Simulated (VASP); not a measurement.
# K (I4/mmm) in VASP: a series of runs

The runs below take K through single point, with PBEsol.

All numbers are computed with VASP 6.6.1; they aren't measurements. Logs are shortened: lines on timing, memory, paths and dates and some standing lists are left out, and cuts for length are marked.

### 1 The cell of the first run

Symmetry: I4/mmm, No. 139, tetragonal system. Conventional cell: a = 5.393 Å, b = 5.393 Å, c = 5.079 Å, α = 90.00°, β = 90.00°, γ = 90.00°.

### 2 Single point, PBEsol (strain +0.030 along x and y, -0.030 along z)

File INCAR:

```
SYSTEM = K
PREC     = Accurate       ! precision mode
ENCUT    = 520            ! plane-wave cutoff, eV
EDIFF    = 1E-6           ! SCF threshold, eV
ISMEAR   = 0              ! smearing method
SIGMA    = 0.15           ! smearing width, eV
LREAL    = .FALSE.        ! projectors in reciprocal space
LASPH    = .TRUE.         ! aspherical terms in the spheres
NELM     = 100            ! most SCF steps
ALGO     = Normal         ! electronic algorithm
ISIF     = 2              ! what is computed and relaxed
LWAVE    = .FALSE.        ! write WAVECAR
LCHARG   = .FALSE.        ! write CHGCAR
GGA      = PS             ! functional
NBANDS   = 10             ! bands
```

File KPOINTS:

```
regular mesh
0
G
  14 14 14
  0 0 0
```

File POSCAR:

```
K
1.0
   -2.6965400000      2.6965400000      2.5394600000
    2.6965400000     -2.6965400000      2.5394600000
    2.6965400000      2.6965400000     -2.5394600000
K
1
Direct
    0.0000000000      0.0000000000      0.0000000000
```

Potentials or basis: VASP PAW PBE potentials, release 64 (K_sv).

Launch:

```bash
cat potpaw_PBE.64/K_sv/POTCAR > POTCAR
mpirun -np 1 vasp_std > vasp.out
```

OUTCAR:

```text
SYSTEM = K
   PREC = Accurate
   ENCUT = 520
   EDIFF = 1E-6
   ISMEAR = 0
   LREAL = .FALSE.
   LASPH = .TRUE.
   NELM = 100
   ISIF = 2
   GGA = PS

 ion  position               nearest neighbor table
   1  0.000  0.000  0.000-

  LATTYP: Found a body centered tetragonal cell.
 ALAT       =     5.3930800000
 C/A-ratio  =     0.9417475728

  Lattice vectors:

 A1 = (  -2.6965400000,   2.6965400000,   2.5394600000)
 A2 = (   2.6965400000,  -2.6965400000,   2.5394600000)
 A3 = (   2.6965400000,   2.6965400000,  -2.5394600000)

Analysis of symmetry for initial positions (statically):
=====================================================================
 Subroutine PRICEL returns:
 Original cell was already a primitive cell.

 Routine SETGRP: Setting up the symmetry group for a
 body centered tetragonal supercell.

 Subroutine GETGRP returns: Found 16 space group operations
 (whereof 16 operations were pure point group operations)
 out of a pool of 16 trial point group operations.

The static configuration has the point symmetry D_4h.

Analysis of symmetry for dynamics (positions and initial velocities):
=====================================================================
 Subroutine PRICEL returns:
 Original cell was already a primitive cell.

 Routine SETGRP: Setting up the symmetry group for a
 body centered tetragonal supercell.

 Subroutine GETGRP returns: Found 16 space group operations
 (whereof 16 operations were pure point group operations)
 out of a pool of 16 trial point group operations.

The dynamic configuration has the point symmetry D_4h.

 Subroutine INISYM returns: Found 16 space group operations
 (whereof 16 operations are pure point group operations),
 and found     1 'primitive' translations

----------------------------------------------------------------------------------------

                                     Primitive cell

  volume of cell :      73.8610

  direct lattice vectors                    reciprocal lattice vectors
    -2.696540000  2.696540000  2.539460000     0.000000000  0.185422801  0.196892253
     2.696540000 -2.696540000  2.539460000     0.185422801  0.000000000  0.196892253
     2.696540000  2.696540000 -2.539460000     0.185422801  0.185422801  0.000000000

  length of vectors
     4.581649598  4.581649598  4.581649598     0.270459192  0.270459192  0.262227440

  position of ions in fractional coordinates (direct lattice)
     0.000000000  0.000000000  0.000000000

  ion indices of the primitive-cell ions
   primitive index   ion index
                 1           1

----------------------------------------------------------------------------------------

 KPOINTS: regular mesh

Automatic generation of k-mesh.
 Grid dimensions read from file:
 generate k-points for:   14   14   14

 Generating k-lattice:

  Cartesian coordinates                     Fractional coordinates (reciprocal lattice)
     0.000000000  0.013244486  0.014063732     0.071428571  0.000000000  0.000000000
     0.013244486  0.000000000  0.014063732     0.000000000  0.071428571  0.000000000
     0.013244486  0.013244486  0.000000000     0.000000000  0.000000000  0.071428571

  Length of vectors
     0.019318514  0.019318514  0.018730531

  Shift w.r.t. Gamma in fractional coordinates (k-lattice)
     0.000000000  0.000000000  0.000000000

 Subroutine IBZKPT returns following result:
 ===========================================

 Found    244 irreducible k-points:

 Following reciprocal coordinates:
            Coordinates               Weight
  0.000000  0.000000  0.000000      1.000000
  0.071429 -0.000000  0.000000      8.000000
  0.142857  0.000000 -0.000000      8.000000
  0.214286 -0.000000  0.000000      8.000000
  0.285714 -0.000000  0.000000      8.000000
  0.357143 -0.000000  0.000000      8.000000
[... 16 lines left out ...]
  0.214286  0.142857  0.000000     16.000000
  0.285714  0.142857  0.000000     16.000000
 [... further k-points ...]
   k-points           NKPTS =    244   k-points in BZ     NKDIM =    244   number of bands    NBANDS=     10
   number of dos      NEDOS =    301   number of ions     NIONS =      1
   total plane-waves  NPLWV =  46656
   dimension x,y,z NGX =    36 NGY =   36 NGZ =   36
   dimension x,y,z NGXF=    72 NGYF=   72 NGZF=   72
   ions per type =               1
   NGX,Y,Z   is equivalent  to a cutoff of  13.06, 13.06, 13.06 a.u.
   NGXF,Y,Z  is equivalent  to a cutoff of  26.13, 26.13, 26.13 a.u.
 SYSTEM =  K
   PREC   = accura    normal or accurate (medium, high low for compatibility)
   ISTART =      0    job   : 0-new  1-cont  2-samecut
   ICHARG =      2    charge: 1-file 2-atom 10-const
   ISPIN  =      1    spin polarized calculation?
   LNONCOLLINEAR =      F non collinear calculations
   LSORBIT =      F    spin-orbit coupling
   LASPH  =      T    aspherical Exc in radial PAW
   ENCUT  =  520.0 eV  38.22 Ry    6.18 a.u.   8.52  8.52  8.52*2*pi/ulx,y,z
   NELM   =    100;   NELMIN=  2; NELMDL= -5     # of ELM steps
   EDIFF  = 0.1E-05   stopping-criterion for ELM
   LREAL  =      F    real-space projection
   EDIFFG = 0.1E-04   stopping-criterion for IOM
   NSW    =      0    number of steps for IOM
   IBRION =     -1    ionic relax: 0-MD 1-quasi-New 2-CG
   NFREE  =      0    steps in history (QN), initial steepest desc. (CG)
   ISIF   =      2    stress and relaxation
   ISYM   =      2    0-nonsym 1-usesym 2-fastsym
   POTIM  = 0.5000    time-step for ionic-motion
   TEBEG  =    0.0;   TEEND  =   0.0 temperature during run
   PSTRESS=    0.0 pullay stress
   NELECT =       9.0000    total number of electrons
   NUPDOWN=      -1.0000    fix difference up-down
   EMIN   =  10.00;   EMAX   =-10.00  energy-range for DOS
   EFERMI =   0.00;   METHOD = LEGACY
   ISMEAR =     0;   SIGMA  =   0.15  broadening in eV -4-tet -1-fermi 0-gaus
   EFERMI_NEDOS =   21; number of points for ismear=-14 and -15
   IALGO  =     38    algorithm
   IMIX   =      4    mixing-type and parameters
     AMIX     =   0.40;   BMIX     =  1.00
     AMIX_MAG =   1.60;   BMIX_MAG =  1.00
  volume/ion in A,a.u.               =      73.86       498.44
  Fermi-wavevector in a.u.,A,eV,Ry     =   0.811616  1.533732  8.962438  0.658721
  Thomas-Fermi vector in A             =   1.921008
   LORBIT       =      0    0 simple, 1 ext, 2 COOP (PROOUT), +10 PAW based schemes
   GGA     = PS    functional components
   LHFCALC =     F    Hartree Fock is set to
   AEXX    =    0.0000 exact exchange contribution
   IVDW    =     0    specifies the selected vdW correction
   LEPSILON=     F    determine dielectric tensor
   LRPA    =     F    only Hartree local field effects (RPA)
 non-spin polarized calculation
 Gauss-broadening in eV      SIGMA  =   0.15
  energy-cutoff  :      520.00
  volume of cell :       73.86
 maximum number of plane-waves:      2025
 NGX is ok and might be reduce to    36
   NGX = 17   NGY = 17   NGZ = 17

 number of electron       9.0000000 magnetization

 Free energy of the ion-electron system (eV)
  ---------------------------------------------------
  ext. energy  EPLUGINS =         0.00000000
  ---------------------------------------------------
  free energy    TOTEN  =        -1.13601216 eV

  energy without entropy =       -1.12727737  energy(sigma->0) =       -1.13164476

 E-fermi :  -0.1742     XC(G=0):  -5.6858

 val. band max:       -0.2057320465   @ k =  -0.0714   0.4286   0.0714
 cond. band min:      -0.1677033103   @ k =   0.5000   0.3571   0.0000
 fundamental gap:      0.0380287361
 Fermi energy:        -0.1742337009

 k-point     1 :       0.0000    0.0000    0.0000
  band No.  band energies     occupation
      1     -32.1725      2.00000
      2     -15.6828      2.00000
      3     -15.6825      2.00000
      4     -15.6825      2.00000
      5      -2.3281      2.00000
      6       3.9190      0.00000
      7       4.2296      0.00000
      8       4.2296      0.00000
      9       4.8267      0.00000
     10       5.2310      0.00000

 k-point     2 :       0.0714   -0.0000    0.0000
  band No.  band energies     occupation
      1     -32.1723      2.00000
      2     -15.6861      2.00000
      3     -15.6837      2.00000
      4     -15.6827      2.00000
      5      -2.2633      2.00000
      6       3.8910      0.00000
      7       4.1297      0.00000
      8       4.2134      0.00000
      9       4.7917      0.00000
     10       5.1243      0.00000

 k-point     3 :       0.1429    0.0000   -0.0000
  band No.  band energies     occupation
      1     -32.1717      2.00000
      2     -15.6956      2.00000
      3     -15.6870      2.00000
      4     -15.6829      2.00000
      5      -2.0712      2.00000
      6       3.7289      0.00000
      7       3.7447      0.00000
      8       4.2937      0.00000
      9       4.7811      0.00000
     10       5.0008      0.00000

 k-point     4 :       0.2143   -0.0000    0.0000
  band No.  band energies     occupation
      1     -32.1709      2.00000
      2     -15.7092      2.00000
      3     -15.6917      2.00000
      4     -15.6832      2.00000
      5      -1.7580      2.00000
      6       3.1504      0.00000
      7       3.4782      0.00000
      8       4.5130      0.00000
      9       4.8587      0.00000
     10       4.9549      0.00000
[... 222 lines left out ...]
 k-point    22 :       0.1429    0.1429   -0.0000
  band No.  band energies     occupation
      1     -32.1704      2.00000
      2     -15.7159      2.00000
      3     -15.6916      2.00000
      4     -15.6871      2.00000
      5      -1.5592      2.00000
      6       3.0157      0.00000
      7       3.1922      0.00000
      8       4.5352      0.00000
      9       4.6933      0.00000
     10       5.2319      0.00000

 k-point    23 :       0.2143    0.1429    0.0000
  band No.  band energies     occupation
      1     -32.1696      2.00000
      2     -15.7277      2.00000
      3     -15.6974      2.00000
      4     -15.6881      2.00000
      5      -1.1354      2.00000
      6       2.4623      0.00000
      7       2.9152      0.00000
      8       4.6556      0.00000
      9       4.7656      0.00000
     10       5.4373      0.00000

 k-point    24 :       0.2857    0.1429    0.0000
  band No.  band energies     occupation
      1     -32.1688      2.00000
      2     -15.7375      2.00000
      3     -15.7035      2.00000
      4     -15.6885      2.00000
      5      -0.6180      1.99997
      6       1.8444      0.00000
      7       2.7141      0.00000
      8       4.5931      0.00000
      9       4.9847      0.00000
     10       5.5821      0.00000

 [... further k-points ...]

------------------------ aborting loop because EDIFF is reached ----------------------------------------

  FORCE on cell =-STRESS in cart. coord.  units (eV):
  Direction    XX          YY          ZZ          XY          YZ          ZX
  --------------------------------------------------------------------------------------
  -------------------------------------------------------------------------------------
  Total       -0.0769633     -0.0769633     -0.0485610      0.0000000      0.0000000      0.0000000
  in kB       -1.6694729     -1.6694729     -1.0533746      0.0000000      0.0000000      0.0000000
  external PRESSURE =      -1.4641068 kB  Pullay stress =       0.0000000 kB

 VOLUME and BASIS-vectors are now :
 -----------------------------------------------------------------------------
  energy-cutoff  :      520.00
  volume of cell :       73.86
      direct lattice vectors                 reciprocal lattice vectors
    -2.696540000  2.696540000  2.539460000     0.000000000  0.185422801  0.196892253
     2.696540000 -2.696540000  2.539460000     0.185422801  0.000000000  0.196892253
     2.696540000  2.696540000 -2.539460000     0.185422801  0.185422801  0.000000000

 POSITION                                       TOTAL-FORCE (eV/Angst)
 -----------------------------------------------------------------------------------
      0.00000      0.00000      0.00000         0.000000      0.000000      0.000000
 -----------------------------------------------------------------------------------
    total drift:                               -0.000000      0.000000      0.000000

  FREE ENERGIE OF THE ION-ELECTRON SYSTEM (eV)
  ---------------------------------------------------
  free  energy   TOTEN  =        -1.1360121566 eV

  energy  without entropy=       -1.1272773687  energy(sigma->0) =       -1.13164476
```

Wall time 44 s (1 thread of Intel Xeon 6975P-C (Granite Rapids), shared host); peak memory 0.31 GiB.

Results:

```yaml
Free_energy: -1.1360 eV
Pressure: -0.1 GPa
```

Caveat: the cell differs from its parent crystal (strain +0.030 along x and y, -0.030 along z); the PAW data sets were made with another functional, which shifts forces and pressure a little.

(Part 1 of 2 ends here.)
